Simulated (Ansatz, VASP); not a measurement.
**Two plane-wave programs on CdTeSe4**

File INCAR:

```
SYSTEM = CdTeSe4
ALGO = Normal
EDIFF = 1E-7
EDIFFG = -0.04
ENCUT = 500
GGA = PE
GGA_COMPAT = .False.
IBRION = 2
ISIF = 3
ISMEAR = 0
LASPH = .True.
LCHARG = .False.
LREAL = .False.
LWAVE = .False.
NELM = 120
NELMIN = 4
NSW = 90
PREC = Accurate
SIGMA = 0.1
```

Contents of KPOINTS:

```
k-points
0
Gamma
  4 4 4
  0 0 0
```

POSCAR

```
CdTeSe4
1.0
    0.0000000000      4.5426143500      4.5426143500
    4.5426143500      0.0000000000      4.5426143500
    4.5426143500      4.5426143500      0.0000000000
Cd Te Se
1 1 4
Direct
    0.2500000000      0.2500000000      0.2500000000
    0.0000000000      0.0000000000      0.0000000000
    0.6252736500      0.6252736500      0.1241790400
    0.6252736500      0.6252736500      0.6252736500
    0.1241790400      0.6252736500      0.6252736500
    0.6252736500      0.1241790400      0.6252736500
```

Input for Ansatz:

```yaml
crystal:
  lattice:
    - [0.0, 4.54261435, 4.54261435]
    - [4.54261435, 0.0, 4.54261435]
    - [4.54261435, 4.54261435, 0.0]
  atoms:
    - { symbol: Cd, position: [0.25, 0.25, 0.25] }
    - { symbol: Te, position: [0.0, 0.0, 0.0] }
    - { symbol: Se, position: [0.62527365, 0.62527365, 0.12417904] }
    - { symbol: Se, position: [0.62527365, 0.62527365, 0.62527365] }
    - { symbol: Se, position: [0.12417904, 0.62527365, 0.62527365] }
    - { symbol: Se, position: [0.62527365, 0.12417904, 0.62527365] }
basis:
  ecutwfc: 420
kpoints:
  mp_grid: { grid: [4, 4, 4] }
hamiltonian:
  xc: pbe
scf:
  occupations: { method: gaussian, width: 0.1 }
  lower_state_search: "off"
output:
  forces: true
  stress: true
  eigenvalues: true
relax:
  adjacent_minimum: "off"
  f_tol: 0.04
  max_steps: 70
  cell: { stress_tol: 0.4 }
```

Change from the starting cell: species swapped into the ZrScFe4 type (F-43m, No. 216).

Alike in both runs: task relaxation of cell and atoms; functional PBE; k mesh 4 × 4 × 4; occupations gaussian, width 0.1 eV; no spin polarisation.

```csv
,VASP,Ansatz
version,VASP 6.6.1,Ansatz 0.2.0
potentials or method,"VASP PAW PBE potentials, release 64 (Cd, Te, Se), cutoff 500 eV","scalar-relativistic, plane waves, PAW"
valence electrons in the cell,42,100
```

|  | VASP | Ansatz | Ansatz less VASP |
| --- | --- | --- | --- |
| gap on the k mesh at the Fermi level, each at its own relaxed structure (eV) | none | none | - |
| relaxed volume (Å³/atom) | 24.00 | 24.00 | +0.001 |
| relaxed cell length with the largest relative difference (Å) | 5.883 | 5.883 | +0.0001 |

A gap of «none» marks a metal or a gap that the smearing closes. VASP's potentials hold 42 valence electrons a cell and Ansatz's 100, so a difference there can come from the potentials and not from the codes.

Neither program's run includes spin-orbit coupling. Noted on VASP's run: the volume moved by over 15 % at a fixed basis, so the end points are rough.
